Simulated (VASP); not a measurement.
Ag, 5 atoms in the cell. The cell holds a slab with vacuum, 5 atoms: a = 2.902 Å, b = 2.902 Å, c = 24.478 Å, α = 90.00°, β = 90.00°, γ = 120.00°. 

```yaml
Program: VASP 6.6.1
Task: single point
Functional: r2SCAN
Potentials_or_basis: VASP PAW PBE potentials, release 64 (Ag)
Cutoff: 520 eV
k_mesh: 12 × 12 × 1
Occupations: gaussian, width 0.1 eV
Spin: no spin polarisation
Dipole_correction: no
Further_INCAR_settings: ALGO = Normal; EDIFF = 1e-06; NBANDS = 36
```

Potentials or basis: VASP PAW PBE potentials, release 64 (Ag).

Launch:

```console
$ cat potpaw_PBE.64/Ag/POTCAR > POTCAR
$ cp INCAR.step1 INCAR
$ mpirun -np 1 vasp_std > vasp.out
$ cp INCAR.step2 INCAR
$ mpirun -np 1 vasp_std > vasp.out
```

Hardware: 1 thread of Intel(R) Xeon(R) 6975P-C (Granite Rapids), on a shared host.

Task: Estimate the wall time of this run.

Result: It took 10 min on 1 thread of Intel(R) Xeon(R) 6975P-C (Granite Rapids) (shared host), peak memory 0.4 GiB. Counts: k points 19.
